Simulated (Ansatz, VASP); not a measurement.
# Two plane-wave programs on MgO

```
CELL_PARAMETERS angstrom
0.00000 2.13515 2.13515
2.05508 0.00000 2.13515
2.05508 2.13515 0.00000
ATOMIC_POSITIONS crystal
Mg 0.00000 0.00000 0.00000
O 0.50000 0.50000 0.50000
```

Change from the starting cell: strain -0.0375 x Voigt [1, 0, 0, 0, 0, 0], atoms carried along.

Alike in both runs: task single point; functional PBEsol; k mesh 10 × 10 × 10; occupations gaussian, width 0.05 eV; no spin polarisation.

|  | VASP | Ansatz |
| --- | --- | --- |
| version | VASP 6.6.1 | Ansatz 0.2.0 |
| potentials or method | VASP PAW PBE potentials, release 64 (Mg, O), cutoff 520 eV | scalar-relativistic, plane waves, PAW |
| valence electrons in the cell | 8 | 16 |

|  | VASP | Ansatz | Ansatz less VASP |
| --- | --- | --- | --- |
| gap on the k mesh at the Fermi level (eV) | 4.57 | 4.57 | 0.000 |
| least direct gap on the mesh (eV) | 4.57 | 4.57 | 0.000 |
| pressure (GPa) | -0.3 | 0.3 | +0.51 |
| traceless stress, the component that is largest in VASP (GPa) | 5.56 | 5.52 | -0.037 |

VASP's potentials were made for PBE, not for PBEsol. The functional is the same, so the differences come from potentials, cutoffs and numerics. VASP's potentials hold 8 valence electrons a cell and Ansatz's 16, so a difference there can come from the potentials and not from the codes.
